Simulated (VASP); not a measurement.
# BAs (alt) (F-43m) in VASP: further runs, part 2 of 2

VASP 6.6.1. The steps go on from the part before.

### Step 3. Single point, PBE

This run uses another cell than the first one, of 13.90 Å³/atom, 1.020 times its volume.

INCAR reads:

```
SYSTEM = BAs
ALGO     = Normal         ! electronic algorithm
EDIFF    = 1E-6           ! SCF threshold, eV
ENCUT    = 500            ! plane-wave cutoff, eV
GGA      = PE             ! functional
GGA_COMPAT= .FALSE.      
ISIF     = 2              ! what is computed and relaxed
ISMEAR   = 0              ! smearing method
LASPH    = .TRUE.         ! aspherical terms in the spheres
LCHARG   = .TRUE.         ! write CHGCAR
LELF     = .TRUE.         ! ELF
LREAL    = .FALSE.        ! projectors in reciprocal space
LVHAR    = .TRUE.       
LWAVE    = .FALSE.        ! write WAVECAR
NBANDS   = 11             ! bands
NELM     = 120            ! most SCF steps
PREC     = Accurate       ! precision mode
SIGMA    = 0.02           ! smearing width, eV
```

KPOINTS reads:

```
k-points
0
G
  10 10 10
  0 0 0
```

POSCAR reads:

```
BAs
1.0
    0.0000000000      2.4045499471      2.4045499471
    2.4045499471      0.0000000000      2.4045499471
    2.4045499471      2.4045499471      0.0000000000
B As
1 1
Direct
    0.0000000000      0.0000000000      0.0000000000
    0.7500000000      0.7500000000      0.7500000000
```

Potentials or basis: VASP PAW PBE potentials, release 64 (B, As).

On the command line:

```console
cat potpaw_PBE.64/B/POTCAR potpaw_PBE.64/As/POTCAR > POTCAR
mpirun -np 1 vasp_std > vasp.out
```

OUTCAR:

```text
SYSTEM = BAs
   EDIFF = 1E-6
   ENCUT = 500
   GGA = PE
   ISIF = 2
   ISMEAR = 0
   LASPH = .TRUE.
   LREAL = .FALSE.
   NELM = 120
   PREC = Accurate

 ion  position               nearest neighbor table
   1  0.000  0.000  0.000-   2 2.08   2 2.08   2 2.08   2 2.08
   2  0.750  0.750  0.750-   1 2.08   1 2.08   1 2.08   1 2.08

  LATTYP: Found a face centered cubic cell.
 ALAT       =     4.8090998942

  Lattice vectors:

 A1 = (   0.0000000000,   2.4045499471,   2.4045499471)
 A2 = (   2.4045499471,   0.0000000000,   2.4045499471)
 A3 = (   2.4045499471,   2.4045499471,   0.0000000000)

Analysis of symmetry for initial positions (statically):
=====================================================================
 Subroutine PRICEL returns:
 Original cell was already a primitive cell.

 Routine SETGRP: Setting up the symmetry group for a
 face centered cubic supercell.

 Subroutine GETGRP returns: Found 24 space group operations
 (whereof 24 operations were pure point group operations)
 out of a pool of 48 trial point group operations.

The static configuration has the point symmetry T_d .

Analysis of symmetry for dynamics (positions and initial velocities):
[... 172 lines left out ...]
      4       5.9064      2.00000
      5       9.1580      0.00000
      6       9.1580      0.00000
      7       9.1580      0.00000
      8      10.3391      0.00000
      9      15.3927      0.00000
     10      18.7762      0.00000
     11      18.7762      0.00000
[... 309 lines left out ...]
 k-point    24 :       0.4000    0.3000    0.0000
  band No.  band energies     occupation
      1      -6.7237      2.00000
      2      -0.4977      2.00000
      3       2.0131      2.00000
      4       2.4927      2.00000
      5       7.6130      0.00000
      6       9.2946      0.00000
      7      14.6001      0.00000
      8      14.8436      0.00000
      9      17.7855      0.00000
     10      21.4685      0.00000
     11      21.6478      0.00000

 [... further k-points ...]

------------------------ aborting loop because EDIFF is reached ----------------------------------------

  FORCE on cell =-STRESS in cart. coord.  units (eV):
  Direction    XX          YY          ZZ          XY          YZ          ZX
  --------------------------------------------------------------------------------------
  -------------------------------------------------------------------------------------
  Total        0.1063049      0.1063049      0.1063049     -0.0000000      0.0000000     -0.0000000
  in kB        6.1253710      6.1253710      6.1253710     -0.0000000      0.0000000     -0.0000000
  external PRESSURE =       6.1253710 kB  Pullay stress =       0.0000000 kB

 VOLUME and BASIS-vectors are now :
 -----------------------------------------------------------------------------
  energy-cutoff  :      500.00
  volume of cell :       27.81
      direct lattice vectors                 reciprocal lattice vectors
     0.000000000  2.404549947  2.404549947    -0.207939120  0.207939120  0.207939120
     2.404549947  0.000000000  2.404549947     0.207939120 -0.207939120  0.207939120
     2.404549947  2.404549947  0.000000000     0.207939120  0.207939120 -0.207939120

 POSITION                                       TOTAL-FORCE (eV/Angst)
 -----------------------------------------------------------------------------------
      0.00000      0.00000      0.00000         0.000000      0.000000      0.000000
      3.60682      3.60682      3.60682        -0.000000     -0.000000     -0.000000
 -----------------------------------------------------------------------------------
    total drift:                                0.000000      0.000000      0.000000

  FREE ENERGIE OF THE ION-ELECTRON SYSTEM (eV)
  ---------------------------------------------------
  free  energy   TOTEN  =       -11.4131495241 eV

  energy  without entropy=      -11.4131495241  energy(sigma->0) =      -11.41314952
```

OSZICAR:

```text
N       E                     dE             d eps       ncg     rms          rms(c)
DAV:   1     0.112529213633E+02    0.11253E+02   -0.36927E+03  1042   0.618E+02
DAV:   2    -0.113561264673E+02   -0.22609E+02   -0.21753E+02  1428   0.103E+02
DAV:   3    -0.120124474926E+02   -0.65632E+00   -0.65510E+00  1279   0.161E+01
DAV:   4    -0.120140725715E+02   -0.16251E-02   -0.16250E-02  1152   0.948E-01
DAV:   5    -0.120140751417E+02   -0.25702E-05   -0.25702E-05  1238   0.394E-02    0.479E+00
DAV:   6    -0.114739343516E+02    0.54014E+00   -0.15233E+00  1100   0.495E+00    0.233E+00
DAV:   7    -0.114191859115E+02    0.54748E-01   -0.17836E-01  1205   0.207E+00    0.967E-01
DAV:   8    -0.114126843060E+02    0.65016E-02   -0.19742E-02  1166   0.793E-01    0.963E-02
DAV:   9    -0.114129860737E+02   -0.30177E-03   -0.77132E-04  1172   0.158E-01    0.566E-02
DAV:  10    -0.114131431812E+02   -0.15711E-03   -0.19295E-04  1084   0.843E-02    0.120E-02
DAV:  11    -0.114131493067E+02   -0.61256E-05   -0.56072E-06  1272   0.158E-02    0.101E-02
DAV:  12    -0.114131495241E+02   -0.21739E-06   -0.27821E-06  1088   0.907E-03
   1 F= -.11413150E+02 E0= -.11413150E+02  d E =-.363520E-22
```

stdout:

```text
POSCAR found type information on POSCAR B As
 POSCAR found :  2 types and       2 ions
 scaLAPACK will be used
 LDA part: xc-table for (Slater+PW92), standard interpolation
 POSCAR, INCAR and KPOINTS ok, starting setup
 FFT: planning ... GRIDC
 FFT: planning ... GRID_SOFT
 FFT: planning ... GRID
 WAVECAR not read
 entering main loop
```

Run time: 28 s. Hardware: 1 thread of Intel Xeon 8259CL, shared host; peak memory 0.16 GiB.

What came out:

```yaml
Free_energy: -11.4131 eV
Pressure: 0.6 GPa
Band_gap_on_the_k_mesh: 1.20 eV, indirect (least direct gap 3.25 eV)
```

A k mesh can miss the band edges. As with any semilocal functional, this PBE gap is likely too small.

### Step 4. Relaxation of cell and atoms, PBE

INCAR reads:

```
SYSTEM = BAs
ALGO = Normal ; EDIFF = 1E-7
EDIFFG = -0.002 ; ENCUT = 500
GGA = PE ; GGA_COMPAT = .False.
IBRION = 2 ; ISIF = 3
ISMEAR = 0 ; LASPH = .True.
LCHARG = .False. ; LREAL = .False.
LWAVE = .False. ; NELM = 120
NELMIN = 4 ; NSW = 100
PREC = Accurate ; SIGMA = 0.02
```

KPOINTS reads:

```
k-points
0
Gamma
  10 10 10
  0 0 0
```

POSCAR reads:

```
BAs
1.0
    0.0000000000      2.3885000000      2.3885000000
    2.3885000000      0.0000000000      2.3885000000
    2.3885000000      2.3885000000      0.0000000000
B As
1 1
Direct
    0.0000000000      0.0000000000      0.0000000000
    0.7500000000      0.7500000000      0.7500000000
```

On the command line:

```console
cat potpaw_PBE.64/B/POTCAR potpaw_PBE.64/As/POTCAR > POTCAR
mpirun -np 1 vasp_std > vasp.out
```

Run time: 56 s. Hardware: 1 thread of Intel Xeon 8259CL, shared host; peak memory 0.17 GiB.

It converged, with:

```yaml
Free_energy: -11.4133 eV
Relaxed_volume: 13.97 Å³/atom
Relaxed_cell: a = 3.406 Å, b = 3.406 Å, c = 3.406 Å, α = 60.00°, β = 60.00°, γ = 60.00°
Space_group_after_relaxing_to_0.05_Å: F-43m (No. 216)
Energy_gained_by_relaxing: 3.6 meV/atom
Ionic_steps: 3
Pressure_after_relaxing: 0.0 GPa
Band_gap_on_the_k_mesh: 1.20 eV, indirect (least direct gap 3.25 eV)
```

Step by step:
```tsv
step	energy change (eV)	largest force (eV/Å)	pressure (GPa)	volume (Å³)
1	0.0000	0.0000	3.44	27.25
2	-0.0037	0.0000	-2.19	28.42
3	-0.0071	0.0000	0.01	27.93
```

Final structure:
```
B As
1.0
     0.00000    2.40825    2.40825
     2.40825    0.00000    2.40825
     2.40825    2.40825    0.00000
B As
1 1
Cartesian
  0.0000 0.0000 0.0000
  3.6124 3.6124 3.6124
```

Levels at points of the mesh, in eV from the valence-band top:
```tsv
k point	band 2	band 3	band 4	band 5	band 6	band 7
(0.00, 0.00, 0.00)	0.00	0.00	0.00	3.25	3.25	3.25
(0.50, 0.00, 0.00)	-8.61	-1.78	-1.78	2.55	4.75	4.75
(0.50, 0.50, 0.00)	-8.39	-3.98	-3.98	1.46	1.46	11.13
```

A k mesh can miss the band edges. PBE usually gives volumes a little too large and moduli too small.

### Step 5. The runs side by side

| task | cell | k mesh | smearing | gap on the mesh (eV) | pressure (GPa) |
| --- | --- | --- | --- | --- | --- |
| single point | a = 3.378 Å, angles 60.0°, 2 atoms | 6 × 6 × 6 | gaussian 0.1 eV | 1.27 | 3.5 |
| single point | a = 3.401 Å, angles 60.0°, 2 atoms | 10 × 10 × 10 | gaussian 0.02 eV | 1.20 | 0.6 |
| relaxation of cell and atoms | relaxed from a = 3.378 Å, angles 60.0°, 2 atoms | 10 × 10 × 10 | gaussian 0.02 eV | 1.20 | 0.0 |

Alike in all rows: level PBE; potentials or basis VASP PAW PBE potentials, release 64 (B, As); no spin polarisation; cutoff (eV) 500.

Absolute energies hang on the potentials; compare differences alone.
